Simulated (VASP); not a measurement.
# SnSe (R-3m) in VASP: a series of runs

Runs on SnSe. Level: LDA. Tasks: electric field gradients.

Everything below comes from runs of VASP 6.6.1. Logs are shortened: lines on timing, memory, paths and dates and some standing lists are left out, and cuts for length are marked.

## Step 1: The cell of the first run

Symmetry: R-3m, No. 166, trigonal system. Conventional cell: a = 4.299 Å, b = 4.299 Å, c = 10.218 Å, α = 90.00°, β = 90.00°, γ = 120.00°. Within 4.0 Å of Sn (site symmetry -3m) lie 6 Se at 3.01 Å. Within 4.0 Å of Se (site symmetry -3m) lie 6 Sn at 3.01 Å.

## Step 2: Electric field gradients, LDA (equal xy, yz and zx shear strains of -2 %)

INCAR

```
SYSTEM = SnSe
PREC = Accurate
ENCUT = 400
EDIFF = 1E-8
ISMEAR = -1
SIGMA = 0.02
LREAL = .FALSE.
LASPH = .TRUE.
NELM = 120
ALGO = Normal
ISIF = 2
LWAVE = .FALSE.
LCHARG = .FALSE.
GGA = CA
LEFG = .TRUE.
NBANDS = 17
GGA_COMPAT = .FALSE.
```

KPOINTS

```
regular mesh
0
G
  9 9 9
  0 0 0
```

POSCAR

```
SnSe
1.0
   -0.0602000000      2.9799000000      2.9799000000
    2.9799000000     -0.0602000000      2.9799000000
    2.9799000000      2.9799000000     -0.0602000000
Sn Se
1 1
Direct
    0.0000000000      0.0000000000      0.0000000000
    0.5000000000      0.5000000000      0.5000000000
```

Potentials or basis: VASP PAW LDA potentials, release 64 (Sn_d, Se).

On the command line:

```console
cat potpaw_LDA.64/Sn_d/POTCAR potpaw_LDA.64/Se/POTCAR > POTCAR
mpirun -np 1 vasp_std > vasp.out
```

OUTCAR:

```text
SYSTEM = SnSe
   PREC = Accurate
   ENCUT = 400
   EDIFF = 1E-8
   ISMEAR = -1
   LREAL = .FALSE.
   LASPH = .TRUE.
   NELM = 120
   ISIF = 2
   GGA = CA

 ion  position               nearest neighbor table
   1  0.000  0.000  0.000-   2 3.01   2 3.01   2 3.01   2 3.01   2 3.01   2 3.01
   2  0.500  0.500  0.500-   1 3.01   1 3.01   1 3.01   1 3.01   1 3.01   1 3.01

  LATTYP: Found a trigonal (rhomboedric) cell.
 ALAT       =     4.2146449506
 COS(alpha) =     0.4797000918

  Lattice vectors:

 A1 = (  -0.0602000000,   2.9799000000,   2.9799000000)
 A2 = (   2.9799000000,  -0.0602000000,   2.9799000000)
 A3 = (   2.9799000000,   2.9799000000,  -0.0602000000)

Analysis of symmetry for initial positions (statically):
=====================================================================
 Subroutine PRICEL returns:
 Original cell was already a primitive cell.

 Routine SETGRP: Setting up the symmetry group for a
 trigonal (rhombohedral) supercell.

 Subroutine GETGRP returns: Found 12 space group operations
 (whereof 12 operations were pure point group operations)
 out of a pool of 12 trial point group operations.

The static configuration has the point symmetry D_3d.

Analysis of symmetry for dynamics (positions and initial velocities):
=====================================================================
 Subroutine PRICEL returns:
 Original cell was already a primitive cell.

 Routine SETGRP: Setting up the symmetry group for a
 trigonal (rhombohedral) supercell.

 Subroutine GETGRP returns: Found 12 space group operations
 (whereof 12 operations were pure point group operations)
 out of a pool of 12 trial point group operations.

The dynamic configuration has the point symmetry D_3d.

 Subroutine INISYM returns: Found 12 space group operations
 (whereof 12 operations are pure point group operations),
 and found     1 'primitive' translations

----------------------------------------------------------------------------------------

                                     Primitive cell

  volume of cell :      54.5253

  direct lattice vectors                    reciprocal lattice vectors
    -0.060200000  2.979900000  2.979900000    -0.162790026  0.166146522  0.166146522
[... 126 lines left out ...]
  ---------------------------------------------------
  ext. energy  EPLUGINS =         0.00000000
  ---------------------------------------------------
  free energy    TOTEN  =        -9.46547635 eV

  energy without entropy =       -9.46547555  energy(sigma->0) =       -9.46547595

 E-fermi :   5.5777     XC(G=0):  -9.8830

 val. band max:        5.3825423776   @ k =  -0.3333   0.1111  -0.0000
 cond. band min:       5.7588545595   @ k =   0.4444   0.3333   0.3333
 fundamental gap:      0.3763121818
 Fermi energy:         5.5776828572

 k-point     1 :       0.0000    0.0000    0.0000
  band No.  band energies     occupation
      1     -16.0695      2.00000
      2     -16.0695      2.00000
      3     -16.0671      2.00000
      4     -16.0640      2.00000
      5     -16.0640      2.00000
      6      -8.4374      2.00000
[... 457 lines left out ...]
      4     -16.0494      2.00000
      5     -16.0475      2.00000
      6      -7.2660      2.00000
[... 9 lines left out ...]
     16      16.9630      0.00000
     17      17.8234      0.00000

 [... further k-points ...]

------------------------ aborting loop because EDIFF is reached ----------------------------------------

  FORCE on cell =-STRESS in cart. coord.  units (eV):
  Direction    XX          YY          ZZ          XY          YZ          ZX
  --------------------------------------------------------------------------------------
  -------------------------------------------------------------------------------------
  Total       -1.0931364     -1.0931364     -1.0931364      0.1326660      0.1326660      0.1326660
  in kB      -32.1208202    -32.1208202    -32.1208202      3.8982698      3.8982698      3.8982698
  external PRESSURE =     -32.1208202 kB  Pullay stress =       0.0000000 kB

 VOLUME and BASIS-vectors are now :
 -----------------------------------------------------------------------------
  energy-cutoff  :      400.00
  volume of cell :       54.53
      direct lattice vectors                 reciprocal lattice vectors
    -0.060200000  2.979900000  2.979900000    -0.162790026  0.166146522  0.166146522
     2.979900000 -0.060200000  2.979900000     0.166146522 -0.162790026  0.166146522
     2.979900000  2.979900000 -0.060200000     0.166146522  0.166146522 -0.162790026

 POSITION                                       TOTAL-FORCE (eV/Angst)
 -----------------------------------------------------------------------------------
      0.00000      0.00000      0.00000         0.000000     -0.000000      0.000000
      2.94980      2.94980      2.94980        -0.000000      0.000000     -0.000000
 -----------------------------------------------------------------------------------
    total drift:                               -0.000000      0.000000      0.000000

  FREE ENERGIE OF THE ION-ELECTRON SYSTEM (eV)
  ---------------------------------------------------
  free  energy   TOTEN  =        -9.4654763546 eV

  energy  without entropy=       -9.4654755466  energy(sigma->0) =       -9.46547595

 Electric field gradients (V/A^2)
---------------------------------------------------------------------
 ion       V_xx      V_yy      V_zz      V_xy      V_xz      V_yz
---------------------------------------------------------------------
   1       0.000     0.000     0.000     0.302     0.302     0.302
   2      -0.000    -0.000     0.000    -6.807    -6.807    -6.807
---------------------------------------------------------------------

 Electric field gradients after diagonalization (V/A^2)
 (convention: |V_zz| > |V_xx| > |V_yy|)
----------------------------------------------------------------------
 ion       V_xx      V_yy      V_zz     asymmetry (V_yy - V_xx)/ V_zz
----------------------------------------------------------------------
   1      -0.302    -0.302     0.604       0.000
   2       6.807     6.807   -13.613       0.000
----------------------------------------------------------------------

           NMR quadrupolar parameters

 Cq : quadrupolar parameter    Cq=e*Q*V_zz/h
 eta: asymmetry parameters     (V_yy - V_xx)/ V_zz
 Q  : nuclear electric quadrupole moment in mb (millibarn)
----------------------------------------------------------------------
 ion       Cq(MHz)       eta       Q (mb)
----------------------------------------------------------------------
   1       0.001       0.000       1.000
   2      -0.033       0.000       1.000
----------------------------------------------------------------------
```

stdout:

```text
POSCAR found type information on POSCAR SnSe
 POSCAR found :  2 types and       2 ions
 scaLAPACK will be used
 LDA part: xc-table for (Slater(with rela. corr.)+CA(PZ))
 , standard interpolation
 POSCAR, INCAR and KPOINTS ok, starting setup
 FFT: planning ... GRIDC
 FFT: planning ... GRID_SOFT
 FFT: planning ... GRID
 WAVECAR not read
 entering main loop
ion   1

ion   2
```

It took 48 s on 1 thread of Intel Xeon Platinum 8259CL at 2.50GHz (Skylake/Cascade Lake), shared host; peak memory 0.17 GiB.

What came out:

```yaml
Free_energy: -9.4655 eV
Pressure: -3.2 GPa
Band_gap_on_the_k_mesh: 0.38 eV, indirect (least direct gap 0.55 eV)
```

Stress tensor (GPa, compression positive):
```
-3.21  0.39  0.39
 0.39 -3.21  0.39
 0.39  0.39 -3.21
```

Levels at points of the mesh, in eV from the valence-band top:
```csv
k point,band 7,band 8,band 9,band 10,band 11,band 12,band 13,band 14
"(0.00, 0.00, 0.00)",-5.14,-2.20,-2.20,-1.95,4.23,4.29,4.29,5.78
```

Electric field gradients, principal values (V/Å²):
```tsv
atom	least	middle	greatest (by size)
1 Sn	-0.302	-0.302	0.604
2 Se	6.807	6.807	-13.613
```

Caveat: the cell differs from its parent crystal (equal xy, yz and zx shear strains of -2 %); without QUAD_EFG the Cq values of the log hold for a quadrupole moment of 1 mb, not for the nuclei; spin-orbit coupling is left out, which moves the levels of the heavy elements. A k mesh can miss the band edges.

## Step 3: Electric field gradients, LDA (equal xy, yz and zx shear strains of -2 %)

INCAR

```
  ALGO = Normal
  EDIFF = 1E-8
  ENCUT = 400
  GGA_COMPAT = F
  ISIF = 2
  ISMEAR = -1
  LASPH = T
  LCHARG = F
  LEFG = T
  LREAL = F
  LWAVE = F
  NBANDS = 17
  NELM = 120
  PREC = Accurate
  SIGMA = 0.02
```

KPOINTS

```
k-points
0
Gamma
  9 9 9
```

POSCAR is that of step 2.

Potentials or basis: VASP PAW LDA potentials, release 64 (Sn_d, Se).

On the command line:

```console
cat potpaw_LDA.64/Sn_d/POTCAR potpaw_LDA.64/Se/POTCAR > POTCAR
mpirun -np 1 vasp_std > vasp.out
```

OUTCAR:

```text
EDIFF = 1E-8
   ENCUT = 400
   ISIF = 2
   ISMEAR = -1
   LASPH = T
   LREAL = F
   NELM = 120
   PREC = Accurate

 ion  position               nearest neighbor table
   1  0.000  0.000  0.000-   2 3.01   2 3.01   2 3.01   2 3.01   2 3.01   2 3.01
   2  0.500  0.500  0.500-   1 3.01   1 3.01   1 3.01   1 3.01   1 3.01   1 3.01

  LATTYP: Found a trigonal (rhomboedric) cell.
 ALAT       =     4.2146449506
 COS(alpha) =     0.4797000918

  Lattice vectors:

 A1 = (  -0.0602000000,   2.9799000000,   2.9799000000)
 A2 = (   2.9799000000,  -0.0602000000,   2.9799000000)
 A3 = (   2.9799000000,   2.9799000000,  -0.0602000000)

Analysis of symmetry for initial positions (statically):
=====================================================================
 Subroutine PRICEL returns:
 Original cell was already a primitive cell.

 Routine SETGRP: Setting up the symmetry group for a
 trigonal (rhombohedral) supercell.

[... 669 lines left out ...]
    -0.060200000  2.979900000  2.979900000    -0.162790026  0.166146522  0.166146522
     2.979900000 -0.060200000  2.979900000     0.166146522 -0.162790026  0.166146522
     2.979900000  2.979900000 -0.060200000     0.166146522  0.166146522 -0.162790026

 POSITION                                       TOTAL-FORCE (eV/Angst)
 -----------------------------------------------------------------------------------
      0.00000      0.00000      0.00000         0.000000     -0.000000      0.000000
      2.94980      2.94980      2.94980        -0.000000      0.000000     -0.000000
 -----------------------------------------------------------------------------------
    total drift:                               -0.000000      0.000000      0.000000

  FREE ENERGIE OF THE ION-ELECTRON SYSTEM (eV)
  ---------------------------------------------------
  free  energy   TOTEN  =        -9.4654763546 eV

  energy  without entropy=       -9.4654755466  energy(sigma->0) =       -9.46547595

 Electric field gradients (V/A^2)
---------------------------------------------------------------------
 ion       V_xx      V_yy      V_zz      V_xy      V_xz      V_yz
---------------------------------------------------------------------
   1       0.000     0.000     0.000     0.302     0.302     0.302
   2      -0.000    -0.000     0.000    -6.807    -6.807    -6.807
---------------------------------------------------------------------

 Electric field gradients after diagonalization (V/A^2)
 (convention: |V_zz| > |V_xx| > |V_yy|)
----------------------------------------------------------------------
 ion       V_xx      V_yy      V_zz     asymmetry (V_yy - V_xx)/ V_zz
----------------------------------------------------------------------
   1      -0.302    -0.302     0.604       0.000
   2       6.807     6.807   -13.613       0.000
----------------------------------------------------------------------

           NMR quadrupolar parameters

 Cq : quadrupolar parameter    Cq=e*Q*V_zz/h
 eta: asymmetry parameters     (V_yy - V_xx)/ V_zz
 Q  : nuclear electric quadrupole moment in mb (millibarn)
----------------------------------------------------------------------
 ion       Cq(MHz)       eta       Q (mb)
----------------------------------------------------------------------
   1       0.001       0.000       1.000
   2      -0.033       0.000       1.000
----------------------------------------------------------------------
```

OSZICAR:

```text
N       E                     dE             d eps       ncg     rms          rms(c)
DAV:   1     0.119563305993E+03    0.11956E+03   -0.85357E+03  2975   0.122E+03
DAV:   2     0.164670294660E+01   -0.11792E+03   -0.11430E+03  3223   0.311E+02
DAV:   3    -0.937040849919E+01   -0.11017E+02   -0.10930E+02  3386   0.876E+01
DAV:   4    -0.965329875673E+01   -0.28289E+00   -0.28272E+00  3562   0.150E+01
DAV:   5    -0.966128902488E+01   -0.79903E-02   -0.79900E-02  4049   0.242E+00    0.313E+00
DAV:   6    -0.947323815343E+01    0.18805E+00   -0.47196E-01  4288   0.399E+00    0.186E+00
DAV:   7    -0.946709976445E+01    0.61384E-02   -0.65903E-02  3424   0.114E+00    0.910E-01
DAV:   8    -0.946568818429E+01    0.14116E-02   -0.69605E-03  3527   0.695E-01    0.947E-02
DAV:   9    -0.946546797027E+01    0.22021E-03   -0.13541E-03  4131   0.262E-01    0.419E-02
DAV:  10    -0.946547580760E+01   -0.78373E-05   -0.96640E-05  3428   0.561E-02    0.815E-03
DAV:  11    -0.946547637908E+01   -0.57148E-06   -0.48705E-06  3818   0.154E-02    0.250E-03
DAV:  12    -0.946547635148E+01    0.27600E-07   -0.36735E-07  3898   0.870E-03    0.678E-04
DAV:  13    -0.946547635463E+01   -0.31514E-08   -0.32825E-08  3439   0.106E-03
   1 F= -.94654764E+01 E0= -.94654760E+01  d E =-.808016E-06
```

Run time: 50 s. Hardware: 1 thread of Intel Xeon Platinum 8259CL at 2.50GHz (Skylake/Cascade Lake), shared host; peak memory 0.17 GiB.

Results:

| Property | Result |
| --- | --- |
| Free energy | -9.4655 eV |
| Pressure | -3.2 GPa |
| Band gap on the k mesh | 0.38 eV, indirect (least direct gap 0.55 eV) |

Electric field gradients, principal values (V/Å²):
| atom | least | middle | greatest (by size) |
| --- | --- | --- | --- |
| 1 Sn | -0.302 | -0.302 | 0.604 |
| 2 Se | 6.807 | 6.807 | -13.613 |

Caveat: the cell differs from its parent crystal (equal xy, yz and zx shear strains of -2 %); without QUAD_EFG the Cq values of the log hold for a quadrupole moment of 1 mb, not for the nuclei; spin-orbit coupling is left out, which moves the levels of the heavy elements. A k mesh can miss the band edges.

## Step 4: Electric field gradients, LDA (equal xy, yz and zx shear strains of +1 %)

INCAR

```
SYSTEM = SnSe
PREC = Accurate
ENCUT = 400
EDIFF = 1E-8
ISMEAR = -1
SIGMA = 0.02
LREAL = .FALSE.
LASPH = .TRUE.
NELM = 120
ALGO = Normal
ISIF = 2
LWAVE = .FALSE.
LCHARG = .FALSE.
GGA = CA
LEFG = .TRUE.
NBANDS = 17
GGA_COMPAT = .FALSE.
```

KPOINTS

```
Automatic mesh
0
G
  9 9 9
  0 0 0
```

POSCAR

```
SnSe
1.0
    0.0301000000      3.0250500000      3.0250500000
    3.0250500000      0.0301000000      3.0250500000
    3.0250500000      3.0250500000      0.0301000000
Sn Se
1 1
Direct
    0.0000000000      0.0000000000      0.0000000000
    0.5000000000      0.5000000000      0.5000000000
```

Potentials or basis: VASP PAW LDA potentials, release 64 (Sn_d, Se).

On the command line:

```console
cat potpaw_LDA.64/Sn_d/POTCAR potpaw_LDA.64/Se/POTCAR > POTCAR
mpirun -np 1 vasp_std > vasp.out
```

OUTCAR:

```text
SYSTEM = SnSe
   PREC = Accurate
   ENCUT = 400
   EDIFF = 1E-8
   ISMEAR = -1
   LREAL = .FALSE.
   LASPH = .TRUE.
   NELM = 120
   ISIF = 2
   GGA = CA

 ion  position               nearest neighbor table
   1  0.000  0.000  0.000-   2 3.01   2 3.01   2 3.01   2 3.01   2 3.01   2 3.01
   2  0.500  0.500  0.500-   1 3.01   1 3.01   1 3.01   1 3.01   1 3.01   1 3.01

  LATTYP: Found a trigonal (rhomboedric) cell.
 ALAT       =     4.2781726257
 COS(alpha) =     0.5099250056

  Lattice vectors:

 A1 = (   0.0301000000,   3.0250500000,   3.0250500000)
[... 693 lines left out ...]
  free  energy   TOTEN  =        -9.4682320180 eV

  energy  without entropy=       -9.4682319166  energy(sigma->0) =       -9.46823197

 Electric field gradients (V/A^2)
---------------------------------------------------------------------
 ion       V_xx      V_yy      V_zz      V_xy      V_xz      V_yz
---------------------------------------------------------------------
   1      -0.000    -0.000    -0.000    -0.120    -0.120    -0.120
   2      -0.000    -0.000    -0.000     3.356     3.356     3.356
---------------------------------------------------------------------

 Electric field gradients after diagonalization (V/A^2)
 (convention: |V_zz| > |V_xx| > |V_yy|)
----------------------------------------------------------------------
 ion       V_xx      V_yy      V_zz     asymmetry (V_yy - V_xx)/ V_zz
----------------------------------------------------------------------
   1       0.120     0.120    -0.240       0.000
   2      -3.356    -3.356     6.711       0.000
----------------------------------------------------------------------

           NMR quadrupolar parameters

 Cq : quadrupolar parameter    Cq=e*Q*V_zz/h
 eta: asymmetry parameters     (V_yy - V_xx)/ V_zz
 Q  : nuclear electric quadrupole moment in mb (millibarn)
----------------------------------------------------------------------
 ion       Cq(MHz)       eta       Q (mb)
----------------------------------------------------------------------
   1      -0.001       0.000       1.000
   2       0.016       0.000       1.000
----------------------------------------------------------------------
```

OSZICAR:

```text
N       E                     dE             d eps       ncg     rms          rms(c)
DAV:   1     0.119768086020E+03    0.11977E+03   -0.84927E+03  2965   0.122E+03
DAV:   2     0.165885947529E+01   -0.11811E+03   -0.11430E+03  3171   0.310E+02
DAV:   3    -0.938123849119E+01   -0.11040E+02   -0.10977E+02  3520   0.880E+01
DAV:   4    -0.965577898067E+01   -0.27454E+00   -0.27436E+00  3583   0.148E+01
DAV:   5    -0.966338364826E+01   -0.76047E-02   -0.76043E-02  4009   0.237E+00    0.313E+00
DAV:   6    -0.947592947146E+01    0.18745E+00   -0.47026E-01  4287   0.398E+00    0.186E+00
DAV:   7    -0.946985137187E+01    0.60781E-02   -0.66306E-02  3428   0.114E+00    0.908E-01
DAV:   8    -0.946844637059E+01    0.14050E-02   -0.69948E-03  3483   0.693E-01    0.930E-02
DAV:   9    -0.946822406937E+01    0.22230E-03   -0.13799E-03  4224   0.263E-01    0.420E-02
DAV:  10    -0.946823145141E+01   -0.73820E-05   -0.98585E-05  3421   0.569E-02    0.807E-03
DAV:  11    -0.946823203475E+01   -0.58334E-06   -0.50301E-06  3804   0.157E-02    0.248E-03
DAV:  12    -0.946823201445E+01    0.20302E-07   -0.35544E-07  3909   0.842E-03    0.660E-04
DAV:  13    -0.946823201805E+01   -0.35980E-08   -0.28240E-08  3389   0.102E-03
   1 F= -.94682320E+01 E0= -.94682320E+01  d E =-.101414E-06
```

stdout:

```text
POSCAR found type information on POSCAR SnSe
 POSCAR found :  2 types and       2 ions
 scaLAPACK will be used
 LDA part: xc-table for (Slater(with rela. corr.)+CA(PZ))
 , standard interpolation
 POSCAR, INCAR and KPOINTS ok, starting setup
 FFT: planning ... GRIDC
 FFT: planning ... GRID_SOFT
 FFT: planning ... GRID
 WAVECAR not read
 entering main loop
ion   1

ion   2
```

It took 49 s on 1 thread of Intel Xeon Platinum 8259CL at 2.50GHz (Skylake/Cascade Lake), shared host; peak memory 0.17 GiB.

What came out:

```
Free energy            : -9.4682 eV
Pressure               : -3.2 GPa
Band gap on the k mesh : 0.47 eV, indirect (least direct gap 0.56 eV)
```

Stress tensor (GPa, compression positive):
```
-3.21 -0.21 -0.21
-0.21 -3.21 -0.21
-0.21 -0.21 -3.21
```

Electric field gradients, principal values (V/Å²):
| atom | least | middle | greatest (by size) |
| --- | --- | --- | --- |
| 1 Sn | 0.120 | 0.120 | -0.240 |
| 2 Se | -3.356 | -3.356 | 6.711 |

Caveat: the cell differs from its parent crystal (equal xy, yz and zx shear strains of +1 %); without QUAD_EFG the Cq values of the log hold for a quadrupole moment of 1 mb, not for the nuclei; spin-orbit coupling is left out, which moves the levels of the heavy elements. A k mesh can miss the band edges.
